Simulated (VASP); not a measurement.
# MgTi3S6 (P-3m1) in VASP: single point with PBE

Aim: the single point of MgTi3S6 with PBE.

Everything below comes from runs of VASP 6.6.1. Logs are shortened: lines on timing, memory, paths and dates and some standing lists are left out, and cuts for length are marked.

### Step 1. The cell of the first run

The structure is trigonal, space group P-3m1 (No. 164). The conventional cell has a = 3.499 Å, b = 3.499 Å, c = 21.003 Å, α = 90.00°, β = 90.00°, γ = 120.00°. Within 3.4 Å of Mg (site symmetry -3m) lie 6 S at 2.56 Å and 2 Ti at 3.22 Å. Within 3.2 Å of Ti (site symmetry -3m) lie 6 S at 2.45 Å. Within 3.2 Å of Ti (site symmetry 3m) lie 6 S at 2.39 to 2.61 Å. S (site symmetry 3m) has 3 Ti at 2.45 Å within 3.2 Å. S (site symmetry 3m) has 3 Mg at 2.56 Å and 3 Ti at 2.61 Å within 3.4 Å. S (site symmetry 3m) has 3 Ti at 2.39 Å within 3.2 Å.

### Step 2. Single point, PBE

INCAR

```
ALGO = Normal ; EDIFF = 1E-7
ENCUT = 520 ; GGA = PE
ISIF = 2 ; ISMEAR = 0
LASPH = T ; LCHARG = F
LREAL = F ; LWAVE = F
NBANDS = 48 ; NELM = 60
PREC = Accurate ; SIGMA = 0.05
```

KPOINTS

```
k-points
0
Gamma
  7 7 1
```

POSCAR

```
MgTi3S6
1.0
    3.4988580000      0.0000000000      0.0000000000
   -1.7494290000      3.0301000000      0.0000000000
    0.0000000000      0.0000000000     21.0028220000
Mg Ti S
1 3 6
Direct
    0.0000000000      0.0000000000      0.5000000000
    0.0000000000      0.0000000000      0.0000000000
    0.0000000000      0.0000000000      0.3465190000
    0.0000000000      0.0000000000      0.6534810000
    0.3333330000      0.6666670000      0.0659200000
    0.3333330000      0.6666670000      0.4250860000
    0.3333330000      0.6666670000      0.7144980000
    0.6666670000      0.3333330000      0.2855020000
    0.6666670000      0.3333330000      0.5749140000
    0.6666670000      0.3333330000      0.9340800000
```

Potentials or basis: VASP PAW PBE potentials, release 64 (Mg, Ti_sv, S).

Launch:

```
$ cat potpaw_PBE.64/Mg/POTCAR potpaw_PBE.64/Ti_sv/POTCAR potpaw_PBE.64/S/POTCAR > POTCAR
$ mpirun -np 1 vasp_std > vasp.out
```

OUTCAR:

```text
EDIFF = 1E-7
   ENCUT = 520
   GGA = PE
   ISIF = 2
   ISMEAR = 0
   LASPH = T
   LREAL = F
   NELM = 60
   PREC = Accurate

 ion  position               nearest neighbor table
   1  0.000  0.000  0.500-   6 2.56   9 2.56   9 2.56   6 2.56   9 2.56   6 2.56   3 3.22   4 3.22

   2  0.000  0.000  0.000-   5 2.45  10 2.45  10 2.45   5 2.45  10 2.45   5 2.45
   3  0.000  0.000  0.347-   8 2.39   8 2.39   8 2.39   6 2.61   6 2.61   6 2.61   1 3.22
   4  0.000  0.000  0.653-   7 2.39   7 2.39   7 2.39   9 2.61   9 2.61   9 2.61   1 3.22
   5  0.333  0.667  0.066-   2 2.45   2 2.45   2 2.45
   6  0.333  0.667  0.425-   1 2.56   1 2.56   1 2.56   3 2.61   3 2.61   3 2.61
   7  0.333  0.667  0.714-   4 2.39   4 2.39   4 2.39
   8  0.667  0.333  0.286-   3 2.39   3 2.39   3 2.39
   9  0.667  0.333  0.575-   1 2.56   1 2.56   1 2.56   4 2.61   4 2.61   4 2.61
  10  0.667  0.333  0.934-   2 2.45   2 2.45   2 2.45

  LATTYP: Found a hexagonal cell.
 ALAT       =     3.4988580000
 C/A-ratio  =     6.0027649021

  Lattice vectors:

 A1 = (   3.4988580000,   0.0000000000,   0.0000000000)
 A2 = (  -1.7494290000,   3.0301000000,   0.0000000000)
 A3 = (   0.0000000000,   0.0000000000,  21.0028220000)

Analysis of symmetry for initial positions (statically):
=====================================================================
 Subroutine PRICEL returns:
 Original cell was already a primitive cell.

 Routine SETGRP: Setting up the symmetry group for a
 hexagonal supercell.

 Subroutine GETGRP returns: Found 12 space group operations
 (whereof 12 operations were pure point group operations)
 out of a pool of 24 trial point group operations.

The static configuration has the point symmetry D_3d.

Analysis of symmetry for dynamics (positions and initial velocities):
=====================================================================
 Subroutine PRICEL returns:
 Original cell was already a primitive cell.

 Routine SETGRP: Setting up the symmetry group for a
 hexagonal supercell.

 Subroutine GETGRP returns: Found 12 space group operations
 (whereof 12 operations were pure point group operations)
 out of a pool of 24 trial point group operations.

The dynamic configuration has the point symmetry D_3d.

 Subroutine INISYM returns: Found 12 space group operations
 (whereof 12 operations are pure point group operations),
 and found     1 'primitive' translations

----------------------------------------------------------------------------------------

                                     Primitive cell

  volume of cell :     222.6696

  direct lattice vectors                    reciprocal lattice vectors
     3.498858000  0.000000000  0.000000000     0.285807541  0.165011056  0.000000000
    -1.749429000  3.030100000  0.000000000     0.000000000  0.330022111  0.000000000
     0.000000000  0.000000000 21.002822000     0.000000000  0.000000000  0.047612649

  length of vectors
     3.498858000  3.498858076 21.002822000     0.330022119  0.330022111  0.047612649

  position of ions in fractional coordinates (direct lattice)
     0.000000000  0.000000000  0.500000000
     0.000000000  0.000000000  0.000000000
     0.000000000  0.000000000  0.346519000
     0.000000000  0.000000000  0.653481000
     0.333333000  0.666667000  0.065920000
     0.333333000  0.666667000  0.425086000
     0.333333000  0.666667000  0.714498000
     0.666667000  0.333333000  0.285502000
     0.666667000  0.333333000  0.574914000
     0.666667000  0.333333000  0.934080000

  ion indices of the primitive-cell ions
   primitive index   ion index
                 1           1
                 2           2
                 3           3
                 4           4
                 5           5
                 6           6
                 7           7
                 8           8
                 9           9
                10          10

----------------------------------------------------------------------------------------

 KPOINTS: k-points

Automatic generation of k-mesh.
 Grid dimensions read from file:
 generate k-points for:    7    7    1

 Generating k-lattice:

  Cartesian coordinates                     Fractional coordinates (reciprocal lattice)
     0.040829649  0.023573008  0.000000000     0.142857143  0.000000000  0.000000000
     0.000000000  0.047146016  0.000000000     0.000000000  0.142857143  0.000000000
     0.000000000  0.000000000  0.047612649     0.000000000  0.000000000  1.000000000

  Length of vectors
     0.047146017  0.047146016  0.047612649

  Shift w.r.t. Gamma in fractional coordinates (k-lattice)
     0.000000000  0.000000000  0.000000000

 Subroutine IBZKPT returns following result:
 ===========================================

 Found      8 irreducible k-points:

 Following reciprocal coordinates:
            Coordinates               Weight
  0.000000  0.000000  0.000000      1.000000
  0.142857  0.000000  0.000000      6.000000
  0.285714 -0.000000  0.000000      6.000000
  0.428571 -0.000000  0.000000      6.000000
  0.142857  0.142857  0.000000      6.000000
  0.285714  0.142857  0.000000     12.000000
  0.428571  0.142857  0.000000      6.000000
  0.285714  0.285714  0.000000      6.000000
   k-points           NKPTS =      8   k-points in BZ     NKDIM =      8   number of bands    NBANDS=     48
   number of dos      NEDOS =    301   number of ions     NIONS =     10
   total plane-waves  NPLWV = 125440
   dimension x,y,z NGX =    28 NGY =   28 NGZ =  160
   dimension x,y,z NGXF=    56 NGYF=   56 NGZF=  320
   ions per type =               1   3   6
   NGX,Y,Z   is equivalent  to a cutoff of  13.30, 13.30, 12.66 a.u.
   NGXF,Y,Z  is equivalent  to a cutoff of  26.61, 26.61, 25.33 a.u.
 SYSTEM =  unknown system
   PREC   = accura    normal or accurate (medium, high low for compatibility)
   ISTART =      0    job   : 0-new  1-cont  2-samecut
   ICHARG =      2    charge: 1-file 2-atom 10-const
   ISPIN  =      1    spin polarized calculation?
   LNONCOLLINEAR =      F non collinear calculations
   LSORBIT =      F    spin-orbit coupling
   LASPH  =      T    aspherical Exc in radial PAW
   ENCUT  =  520.0 eV  38.22 Ry    6.18 a.u.   6.51  6.51 39.05*2*pi/ulx,y,z
   NELM   =     60;   NELMIN=  2; NELMDL= -5     # of ELM steps
   EDIFF  = 0.1E-06   stopping-criterion for ELM
   LREAL  =      F    real-space projection
   EDIFFG = 0.1E-05   stopping-criterion for IOM
   NSW    =      0    number of steps for IOM
   IBRION =     -1    ionic relax: 0-MD 1-quasi-New 2-CG
   NFREE  =      0    steps in history (QN), initial steepest desc. (CG)
   ISIF   =      2    stress and relaxation
   ISYM   =      2    0-nonsym 1-usesym 2-fastsym
   POTIM  = 0.5000    time-step for ionic-motion
   TEBEG  =    0.0;   TEEND  =   0.0 temperature during run
   PSTRESS=    0.0 pullay stress
   NELECT =      74.0000    total number of electrons
   NUPDOWN=      -1.0000    fix difference up-down
   EMIN   =  10.00;   EMAX   =-10.00  energy-range for DOS
   EFERMI =   0.00;   METHOD = LEGACY
   ISMEAR =     0;   SIGMA  =   0.05  broadening in eV -4-tet -1-fermi 0-gaus
   EFERMI_NEDOS =   21; number of points for ismear=-14 and -15
   IALGO  =     38    algorithm
   IMIX   =      4    mixing-type and parameters
     AMIX     =   0.40;   BMIX     =  1.00
     AMIX_MAG =   1.60;   BMIX_MAG =  1.00
  volume/ion in A,a.u.               =      22.27       150.26
  Fermi-wavevector in a.u.,A,eV,Ry     =   1.133962  2.142877 17.495315  1.285869
  Thomas-Fermi vector in A             =   2.270665
   LORBIT       =      0    0 simple, 1 ext, 2 COOP (PROOUT), +10 PAW based schemes
   GGA     = PE    functional components
   LHFCALC =     F    Hartree Fock is set to
   AEXX    =    0.0000 exact exchange contribution
   IVDW    =     0    specifies the selected vdW correction
   LEPSILON=     F    determine dielectric tensor
   LRPA    =     F    only Hartree local field effects (RPA)
 non-spin polarized calculation
 Gauss-broadening in eV      SIGMA  =   0.05
  energy-cutoff  :      520.00
  volume of cell :      222.67
 maximum number of plane-waves:      6067
 NGX is ok and might be reduce to    28
   NGX = 13   NGY = 13   NGZ = 79

 number of electron      74.0000002 magnetization

 Free energy of the ion-electron system (eV)
  ---------------------------------------------------
  ext. energy  EPLUGINS =         0.00000000
  ---------------------------------------------------
  free energy    TOTEN  =       -62.66549394 eV

  energy without entropy =      -62.65244061  energy(sigma->0) =      -62.65896727

 E-fermi :   4.2817     XC(G=0):  -8.8860

 val. band max:        4.2153484273   @ k =   0.4286   0.1429   0.0000
 cond. band min:       4.2846179225   @ k =   0.4286   0.1429   0.0000
 fundamental gap:      0.0692694953
 Fermi energy:         4.2817293472

 k-point     1 :       0.0000    0.0000    0.0000
  band No.  band energies     occupation
      1     -53.7169      2.00000
      2     -53.6464      2.00000
      3     -53.6464      2.00000
      4     -29.9335      2.00000
      5     -29.8935      2.00000
      6     -29.8935      2.00000
[... 40 lines left out ...]
     47       6.8647      0.00000
     48       6.9990      0.00000

 k-point     2 :       0.1429    0.0000    0.0000
  band No.  band energies     occupation
      1     -53.7153      2.00000
      2     -53.6448      2.00000
      3     -53.6448      2.00000
      4     -29.9300      2.00000
      5     -29.9049      2.00000
      6     -29.8908      2.00000
[... 40 lines left out ...]
     47       6.4691      0.00000
     48       6.7586      0.00000

 k-point     3 :       0.2857   -0.0000    0.0000
  band No.  band energies     occupation
      1     -53.7118      2.00000
      2     -53.6412      2.00000
      3     -53.6412      2.00000
      4     -29.9461      2.00000
      5     -29.9278      2.00000
      6     -29.9278      2.00000
[... 244 lines left out ...]
     47       6.2890      0.00000
     48       6.3971      0.00000

 k-point     8 :       0.2857    0.2857    0.0000
  band No.  band energies     occupation
      1     -53.7079      2.00000
      2     -53.6371      2.00000
      3     -53.6371      2.00000
      4     -29.9640      2.00000
      5     -29.9467      2.00000
      6     -29.9467      2.00000
[... 40 lines left out ...]
     47       6.3023      0.00000
     48       6.6866      0.00000

------------------------ aborting loop because EDIFF is reached ----------------------------------------

  FORCE on cell =-STRESS in cart. coord.  units (eV):
  Direction    XX          YY          ZZ          XY          YZ          ZX
  --------------------------------------------------------------------------------------
  -------------------------------------------------------------------------------------
  Total       -1.5143704     -1.5143704      0.1584711      0.0000000      0.0000000     -0.0000000
  in kB      -10.8963678    -10.8963684      1.1402490      0.0000000      0.0000000     -0.0000000
  external PRESSURE =      -6.8841624 kB  Pullay stress =       0.0000000 kB

 VOLUME and BASIS-vectors are now :
 -----------------------------------------------------------------------------
  energy-cutoff  :      520.00
  volume of cell :      222.67
      direct lattice vectors                 reciprocal lattice vectors
     3.498858000  0.000000000  0.000000000     0.285807541  0.165011056  0.000000000
    -1.749429000  3.030100000  0.000000000     0.000000000  0.330022111  0.000000000
     0.000000000  0.000000000 21.002822000     0.000000000  0.000000000  0.047612649

 POSITION                                       TOTAL-FORCE (eV/Angst)
 -----------------------------------------------------------------------------------
      0.00000      0.00000     10.50141         0.000000      0.000000      0.000000
      0.00000      0.00000      0.00000         0.000000      0.000000      0.000000
      0.00000      0.00000      7.27788        -0.000000      0.000000      0.433509
      0.00000      0.00000     13.72495         0.000000     -0.000000     -0.433509
     -0.00000      2.02007      1.38451         0.000000     -0.000000      0.011372
     -0.00000      2.02007      8.92801        -0.000000      0.000000     -0.180353
     -0.00000      2.02007     15.00647         0.000000     -0.000000      0.286005
      1.74943      1.01003      5.99635        -0.000000      0.000000     -0.286005
      1.74943      1.01003     12.07482         0.000000     -0.000000      0.180353
      1.74943      1.01003     19.61832        -0.000000      0.000000     -0.011372
 -----------------------------------------------------------------------------------
    total drift:                               -0.000000      0.000000      0.000000

  FREE ENERGIE OF THE ION-ELECTRON SYSTEM (eV)
  ---------------------------------------------------
  free  energy   TOTEN  =       -62.6654939386 eV

  energy  without entropy=      -62.6524406050  energy(sigma->0) =      -62.65896727
```

It took 2.3 min on 1 thread of AMD EPYC 9R45 (Zen 5), shared host; peak memory 0.34 GiB.

Results:

```yaml
Free_energy: -62.6655 eV
Pressure: -0.7 GPa
Largest_force: 0.434 eV/Å
Band_gap_on_the_k_mesh: zero (band 37 reaches 4.44 eV, above the bottom of band 38 at 3.96 eV)
```

Forces on the atoms (eV/Å):
```
Mg   0.000  0.000  0.000
Ti   0.000  0.000  0.000
Ti   0.000  0.000  0.434
Ti   0.000  0.000 -0.434
S    0.000  0.000  0.011
S    0.000  0.000 -0.180
S    0.000  0.000  0.286
S    0.000  0.000 -0.286
S    0.000  0.000  0.180
S    0.000  0.000 -0.011
```

Levels at points of the mesh, in eV from the Fermi level:
| k point | band 33 | band 34 | band 35 | band 36 | band 37 | band 38 | band 39 | band 40 |
| --- | --- | --- | --- | --- | --- | --- | --- | --- |
| (0.00, 0.00, 0.00) | -1.68 | -1.35 | -0.28 | -0.28 | 0.06 | 0.06 | 0.06 | 0.06 |
